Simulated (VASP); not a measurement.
Runs of VASP 6.6.1 on TaC. Symmetry: Fm-3m, No. 225, cubic system. The conventional cell has a = 4.446 Å, b = 4.446 Å, c = 4.446 Å, α = 90.00°, β = 90.00°, γ = 90.00°. Ta (site symmetry m-3m) has 6 C at 2.22 Å within 2.9 Å. C (site symmetry m-3m) has 6 Ta at 2.22 Å within 2.9 Å. 

```tsv
k mesh	gap on the mesh (eV)	pressure (GPa)
7 × 7 × 7	none	7.3
8 × 8 × 8	none	(a)
4 × 4 × 4	none	8.6
5 × 5 × 5	none	7.3
```

Alike in all rows: task single point; level PBE; potentials or basis VASP PAW PBE potentials, release 64 (Ta_pv, C); no spin polarisation; cell as given; cutoff (eV) 600; smearing fermi-dirac 0.1 eV.

Question: Estimate the missing entries.

Answer: (a) 7.4.

Caveats: some runs use coarse meshes; spin-orbit coupling is left out, which moves the levels of the heavy elements.

A k mesh can miss the band edges, and the runs leave out spin-orbit coupling on Ta.

A gap of «none» marks levels without a gap at the run's occupations.
